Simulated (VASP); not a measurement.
# ZrB (I4/mmm) in VASP: further runs

Runs on ZrB. Level: LDA. Tasks: single point.

Everything below comes from runs of VASP 6.6.1. Logs are shortened: lines on timing, memory, paths and dates and some standing lists are left out, and cuts for length are marked.

## 1. The cell of the first run

Symmetry: I4/mmm, No. 139, tetragonal system. The conventional cell has a = 3.691 Å, b = 3.691 Å, c = 3.690 Å, α = 90.00°, β = 90.00°, γ = 90.00°. Within 2.4 Å of Zr (site symmetry 4/mmm) lie 2 B at 1.85 Å. Within 2.4 Å of B (site symmetry 4/mmm) lie 2 Zr at 1.85 Å.

## 2. Single point, LDA

INCAR

```
PREC = Accurate
ENCUT = 520
EDIFF = 1E-7
ISMEAR = 0
SIGMA = 0.15
LREAL = False
LASPH = True
NELM = 80
ALGO = Normal
ISIF = 2
LWAVE = False
LCHARG = False
GGA = CA
NBANDS = 14
```

KPOINTS

```
regular mesh
0
Gamma
  20 20 20
```

POSCAR

```
ZrB
1.0
    0.0000000000      2.6098556416      1.8451679386
    2.6098556416      0.0000000000      1.8451679386
    2.6098556416      2.6098556416      0.0000000000
Zr B
1 1
Direct
    0.0000000000      0.0000000000      0.0000000000
    0.5000000000      0.5000000000      0.5000000000
```

Potentials or basis: VASP PAW LDA potentials, release 64 (Zr_sv, B).

Started as:

```console
cat potpaw_LDA.64/Zr_sv/POTCAR potpaw_LDA.64/B/POTCAR > POTCAR
mpirun -np 1 vasp_std > vasp.out
```

OUTCAR:

```text
PREC = Accurate
   ENCUT = 520
   EDIFF = 1E-7
   ISMEAR = 0
   LREAL = False
   LASPH = True
   NELM = 80
   ISIF = 2
   GGA = CA

 ion  position               nearest neighbor table
   1  0.000  0.000  0.000-   2 1.85   2 1.85   2 2.61   2 2.61   2 2.61   2 2.61
   2  0.500  0.500  0.500-   1 1.85   1 1.85   1 2.61   1 2.61   1 2.61   1 2.61

  LATTYP: Found a body centered tetragonal cell.
 ALAT       =     3.6908932442
 C/A-ratio  =     0.9998489886

  Lattice vectors:

 A1 = (   0.0000000000,  -2.6098556416,  -1.8451679386)
 A2 = (   0.0000000000,   2.6098556416,  -1.8451679386)
 A3 = (   2.6098556416,   0.0000000000,   1.8451679386)

Analysis of symmetry for initial positions (statically):
=====================================================================
 Subroutine PRICEL returns:
 Original cell was already a primitive cell.

 Routine SETGRP: Setting up the symmetry group for a
 body centered tetragonal supercell.

 Subroutine GETGRP returns: Found 16 space group operations
 (whereof 16 operations were pure point group operations)
 out of a pool of 16 trial point group operations.

The static configuration has the point symmetry D_4h.

Analysis of symmetry for dynamics (positions and initial velocities):
=====================================================================
 Subroutine PRICEL returns:
 Original cell was already a primitive cell.

 Routine SETGRP: Setting up the symmetry group for a
 body centered tetragonal supercell.

 Subroutine GETGRP returns: Found 16 space group operations
 (whereof 16 operations were pure point group operations)
 out of a pool of 16 trial point group operations.

The dynamic configuration has the point symmetry D_4h.

 Subroutine INISYM returns: Found 16 space group operations
 (whereof 16 operations are pure point group operations),
 and found     1 'primitive' translations

----------------------------------------------------------------------------------------

                                     Primitive cell

  volume of cell :      25.1362

  direct lattice vectors                    reciprocal lattice vectors
     0.000000000  2.609855642  1.845167939    -0.191581478  0.191581478  0.270978045
     2.609855642  0.000000000  1.845167939     0.191581478 -0.191581478  0.270978045
     2.609855642  2.609855642  0.000000000     0.191581478  0.191581478 -0.270978045

  length of vectors
     3.196246422  3.196246422  3.690893244     0.383191892  0.383191892  0.383191892

  position of ions in fractional coordinates (direct lattice)
     0.000000000  0.000000000  0.000000000
     0.500000000  0.500000000  0.500000000

  ion indices of the primitive-cell ions
   primitive index   ion index
                 1           1
                 2           2

----------------------------------------------------------------------------------------

 KPOINTS: regular mesh

Automatic generation of k-mesh.
 Grid dimensions read from file:
 generate k-points for:   20   20   20

 Generating k-lattice:

  Cartesian coordinates                     Fractional coordinates (reciprocal lattice)
    -0.009579074  0.009579074  0.013548902     0.050000000  0.000000000  0.000000000
     0.009579074 -0.009579074  0.013548902     0.000000000  0.050000000  0.000000000
     0.009579074  0.009579074 -0.013548902     0.000000000  0.000000000  0.050000000

  Length of vectors
     0.019159595  0.019159595  0.019159595

  Shift w.r.t. Gamma in fractional coordinates (k-lattice)
     0.000000000  0.000000000  0.000000000

 Subroutine IBZKPT returns following result:
 ===========================================

 Found    641 irreducible k-points:

 Following reciprocal coordinates:
            Coordinates               Weight
  0.000000  0.000000  0.000000      1.000000
  0.050000  0.000000  0.000000      8.000000
  0.100000  0.000000  0.000000      8.000000
  0.150000  0.000000  0.000000      8.000000
  0.200000  0.000000  0.000000      8.000000
  0.250000  0.000000  0.000000      8.000000
[... 16 lines left out ...]
 -0.400000  0.050000  0.000000      8.000000
 -0.350000  0.050000  0.000000      8.000000
 [... further k-points ...]
   k-points           NKPTS =    641   k-points in BZ     NKDIM =    641   number of bands    NBANDS=     14
   number of dos      NEDOS =    301   number of ions     NIONS =      2
   total plane-waves  NPLWV =  16128
   dimension x,y,z NGX =    24 NGY =   24 NGZ =   28
   dimension x,y,z NGXF=    48 NGYF=   48 NGZF=   56
   ions per type =               1   1
   NGX,Y,Z   is equivalent  to a cutoff of  12.48, 12.48, 12.61 a.u.
   NGXF,Y,Z  is equivalent  to a cutoff of  24.97, 24.97, 25.22 a.u.
 SYSTEM =  unknown system
   PREC   = accura    normal or accurate (medium, high low for compatibility)
   ISTART =      0    job   : 0-new  1-cont  2-samecut
   ICHARG =      2    charge: 1-file 2-atom 10-const
   ISPIN  =      1    spin polarized calculation?
   LNONCOLLINEAR =      F non collinear calculations
   LSORBIT =      F    spin-orbit coupling
   LASPH  =      T    aspherical Exc in radial PAW
   ENCUT  =  520.0 eV  38.22 Ry    6.18 a.u.   5.94  5.94  6.86*2*pi/ulx,y,z
   NELM   =     80;   NELMIN=  2; NELMDL= -5     # of ELM steps
   EDIFF  = 0.1E-06   stopping-criterion for ELM
   LREAL  =      F    real-space projection
   EDIFFG = 0.1E-05   stopping-criterion for IOM
   NSW    =      0    number of steps for IOM
   IBRION =     -1    ionic relax: 0-MD 1-quasi-New 2-CG
   NFREE  =      0    steps in history (QN), initial steepest desc. (CG)
   ISIF   =      2    stress and relaxation
   ISYM   =      2    0-nonsym 1-usesym 2-fastsym
   POTIM  = 0.5000    time-step for ionic-motion
   TEBEG  =    0.0;   TEEND  =   0.0 temperature during run
   PSTRESS=    0.0 pullay stress
   NELECT =      15.0000    total number of electrons
   NUPDOWN=      -1.0000    fix difference up-down
   EMIN   =  10.00;   EMAX   =-10.00  energy-range for DOS
   EFERMI =   0.00;   METHOD = LEGACY
   ISMEAR =     0;   SIGMA  =   0.15  broadening in eV -4-tet -1-fermi 0-gaus
   EFERMI_NEDOS =   21; number of points for ismear=-14 and -15
   IALGO  =     38    algorithm
   IMIX   =      4    mixing-type and parameters
     AMIX     =   0.40;   BMIX     =  1.00
     AMIX_MAG =   1.60;   BMIX_MAG =  1.00
  volume/ion in A,a.u.               =      12.57        84.81
  Fermi-wavevector in a.u.,A,eV,Ry     =   1.378285  2.604581 25.846565  1.899669
  Thomas-Fermi vector in A             =   2.503360
   LORBIT       =      0    0 simple, 1 ext, 2 COOP (PROOUT), +10 PAW based schemes
   GGA     = CA    functional components
   LHFCALC =     F    Hartree Fock is set to
   AEXX    =    0.0000 exact exchange contribution
   IVDW    =     0    specifies the selected vdW correction
   LEPSILON=     F    determine dielectric tensor
   LRPA    =     F    only Hartree local field effects (RPA)
 non-spin polarized calculation
 Gauss-broadening in eV      SIGMA  =   0.15
  energy-cutoff  :      520.00
  volume of cell :       25.14
 maximum number of plane-waves:       700
   NGX = 11   NGY = 11   NGZ = 13

 number of electron      15.0000000 magnetization

 Free energy of the ion-electron system (eV)
  ---------------------------------------------------
  ext. energy  EPLUGINS =         0.00000000
  ---------------------------------------------------
  free energy    TOTEN  =       -14.54431360 eV

  energy without entropy =      -14.53574966  energy(sigma->0) =      -14.54003163

 E-fermi :   9.7554     XC(G=0): -12.2227

 val. band max:        9.7528681613   @ k =   0.3000   0.0000   0.0500
 cond. band min:       9.7579432977   @ k =   0.3500   0.0500   0.1500
 fundamental gap:      0.0050751364
 Fermi energy:         9.7554260849

 k-point     1 :       0.0000    0.0000    0.0000
  band No.  band energies     occupation
      1     -37.9131      2.00000
      2     -16.6730      2.00000
      3     -15.6084      2.00000
      4     -15.6084      2.00000
      5       0.9972      2.00000
      6      10.0964      0.00131
      7      10.0964      0.00131
      8      10.4535      0.00000
      9      10.6550      0.00000
     10      11.7867      0.00000
     11      11.7867      0.00000
     12      13.3660      0.00000
     13      16.6533      0.00000
     14      21.4369      0.00000

 k-point     2 :       0.0500    0.0000    0.0000
  band No.  band energies     occupation
      1     -37.9103      2.00000
      2     -16.6817      2.00000
      3     -15.6204      2.00000
      4     -15.6157      2.00000
      5       1.0733      2.00000
      6       9.8011      0.66705
      7       9.8018      0.66175
      8      10.4238      0.00000
      9      10.4722      0.00000
     10      12.2167      0.00000
     11      12.2718      0.00000
     12      13.3832      0.00000
     13      16.6248      0.00000
     14      21.5731      0.00000

 k-point     3 :       0.1000    0.0000    0.0000
  band No.  band energies     occupation
      1     -37.9019      2.00000
      2     -16.7083      2.00000
      3     -15.6531      2.00000
      4     -15.6366      2.00000
      5       1.2971      2.00000
      6       9.0914      2.00000
      7       9.1430      2.00000
      8      10.3409      0.00000
      9      10.6318      0.00000
     10      12.7511      0.00000
     11      13.1983      0.00000
     12      13.5952      0.00000
     13      16.5790      0.00000
     14      21.9130      0.00000

 k-point     4 :       0.1500    0.0000    0.0000
  band No.  band energies     occupation
      1     -37.8889      2.00000
      2     -16.7542      2.00000
      3     -15.6980      2.00000
      4     -15.6690      2.00000
      5       1.6551      2.00000
      6       8.3246      2.00000
      7       8.4761      2.00000
      8      10.1968      0.00003
      9      11.0161      0.00000
     10      12.8829      0.00000
     11      14.1743      0.00000
     12      14.2625      0.00000
     13      16.6405      0.00000
     14      22.2200      0.00000

 k-point     5 :       0.2000    0.0000    0.0000
  band No.  band energies     occupation
      1     -37.8724      2.00000
      2     -16.8191      2.00000
      3     -15.7448      2.00000
      4     -15.7095      2.00000
      5       2.1259      2.00000
      6       7.6112      2.00000
      7       7.8734      2.00000
      8       9.9736      0.03965
      9      11.5480      0.00000
     10      12.8874      0.00000
     11      14.7071      0.00000
[... 276 lines left out ...]
 k-point    22 :      -0.4500    0.0500    0.0000
  band No.  band energies     occupation
      1     -37.7937      2.00000
      2     -17.1801      2.00000
      3     -15.8981      2.00000
      4     -15.8752      2.00000
      5       4.5880      2.00000
      6       5.7662      2.00000
      7       6.2841      2.00000
      8       8.3381      2.00000
      9      13.0863      0.00000
     10      15.3744      0.00000
     11      16.5790      0.00000
     12      18.2345      0.00000
     13      19.8423      0.00000
     14      20.9778      0.00000

 k-point    23 :      -0.4000    0.0500    0.0000
  band No.  band energies     occupation
      1     -37.8016      2.00000
      2     -17.1349      2.00000
      3     -15.8786      2.00000
      4     -15.8768      2.00000
      5       4.2600      2.00000
      6       5.6884      2.00000
      7       6.4442      2.00000
      8       8.9504      2.00000
      9      13.2392      0.00000
     10      14.6649      0.00000
     11      15.9570      0.00000
     12      18.7157      0.00000
     13      19.4035      0.00000
     14      20.4132      0.00000

 k-point    24 :      -0.3500    0.0500    0.0000
  band No.  band energies     occupation
      1     -37.8144      2.00000
      2     -17.0661      2.00000
      3     -15.8716      2.00000
      4     -15.8478      2.00000
      5       3.7313      2.00000
      6       5.9215      2.00000
      7       6.6991      2.00000
      8       9.4752      1.99176
      9      13.3242      0.00000
     10      13.7995      0.00000
     11      15.4827      0.00000
     12      18.5961      0.00000
     13      19.0584      0.00000
     14      19.8952      0.00000

 [... further k-points ...]
[... 5 lines left out ...]
  --------------------------------------------------------------------------------------
  -------------------------------------------------------------------------------------
  Total       -1.1096555     -1.1096555     25.8314249      0.0000000     -0.0000000      0.0000000
  in kB      -70.7293854    -70.7293854   1646.4937202      0.0000000     -0.0000000      0.0000000
  external PRESSURE =     501.6783165 kB  Pullay stress =       0.0000000 kB

 VOLUME and BASIS-vectors are now :
 -----------------------------------------------------------------------------
  energy-cutoff  :      520.00
  volume of cell :       25.14
      direct lattice vectors                 reciprocal lattice vectors
     0.000000000  2.609855642  1.845167939    -0.191581478  0.191581478  0.270978045
     2.609855642  0.000000000  1.845167939     0.191581478 -0.191581478  0.270978045
     2.609855642  2.609855642  0.000000000     0.191581478  0.191581478 -0.270978045

 POSITION                                       TOTAL-FORCE (eV/Angst)
 -----------------------------------------------------------------------------------
      0.00000      0.00000      0.00000        -0.000000     -0.000000     -0.000000
      2.60986      2.60986      1.84517         0.000000      0.000000      0.000000
 -----------------------------------------------------------------------------------
    total drift:                                0.000000     -0.000000     -0.000000

  FREE ENERGIE OF THE ION-ELECTRON SYSTEM (eV)
  ---------------------------------------------------
  free  energy   TOTEN  =       -14.5443136036 eV

  energy  without entropy=      -14.5357496624  energy(sigma->0) =      -14.54003163
```

It took 2.1 min on 1 thread of Intel Xeon 6975P-C, shared host; peak memory 0.33 GiB.

Results:

* Free energy: -14.5443 eV
* Pressure: 50.2 GPa

Stress tensor (GPa, compression positive):
```
 -7.07   0.00   0.00
  0.00  -7.07   0.00
  0.00   0.00 164.65
```

## 3. Single point, LDA

This run uses another cell than the first one, of the same volume but with other edges.

INCAR

```
SYSTEM = ZrB
PREC     = Accurate       ! precision mode
ENCUT    = 520            ! plane-wave cutoff, eV
EDIFF    = 1E-7           ! SCF threshold, eV
ISMEAR   = 0              ! smearing method
SIGMA    = 0.15           ! smearing width, eV
LREAL    = .False.        ! projectors in reciprocal space
LASPH    = .True.         ! aspherical terms in the spheres
NELM     = 80             ! most SCF steps
ALGO     = Normal         ! electronic algorithm
ISIF     = 2              ! what is computed and relaxed
LWAVE    = .False.        ! write WAVECAR
LCHARG   = .False.        ! write CHGCAR
NBANDS   = 14             ! bands
```

KPOINTS

```
Automatic mesh
0
Gamma
  20 20 20
  0 0 0
```

POSCAR

```
ZrB
1.0
    0.0000000000      2.0714437955      2.9290215268
    2.0714437955      0.0000000000      2.9290215268
    2.0714437955      2.0714437955      0.0000000000
Zr B
1 1
Direct
    0.0000000000      0.0000000000      0.0000000000
    0.5000000000      0.5000000000      0.5000000000
```

Potentials or basis: VASP PAW LDA potentials, release 64 (Zr_sv, B).

Started as:

```console
cat potpaw_LDA.64/Zr_sv/POTCAR potpaw_LDA.64/B/POTCAR > POTCAR
mpirun -np 1 vasp_std > vasp.out
```

Wall time 2.3 min (1 thread of Intel Xeon 6975P-C, shared host); peak memory 0.33 GiB.

The run converged. Its results:

```yaml
Free_energy: -14.8557 eV
Pressure: 54.7 GPa
```

Stress tensor (GPa, compression positive):
```
 95.50   0.00   0.00
  0.00  95.50   0.00
  0.00   0.00 -26.83
```

Levels at points of the mesh, in eV from the Fermi level:
| k point | band 4 | band 5 | band 6 | band 7 | band 8 | band 9 | band 10 | band 11 | band 12 | band 13 |
| --- | --- | --- | --- | --- | --- | --- | --- | --- | --- | --- |
| (0.00, 0.00, 0.00) | -24.72 | -8.44 | -0.85 | -0.25 | 2.03 | 3.25 | 3.25 | 4.32 | 4.32 | 5.03 |
| (0.50, 0.00, 0.00) | -24.53 | -4.60 | -3.12 | -2.88 | -2.14 | 5.28 | 5.32 | 6.82 | 8.34 | 9.54 |
| (0.50, 0.50, 0.00) | -24.79 | -7.15 | -2.49 | -1.68 | 3.86 | 3.86 | 5.35 | 5.88 | 5.88 | 7.51 |
| (0.50, 0.00, 0.50) | -24.92 | -7.19 | -1.25 | 1.23 | 1.45 | 3.06 | 3.36 | 4.10 | 8.71 | 11.38 |
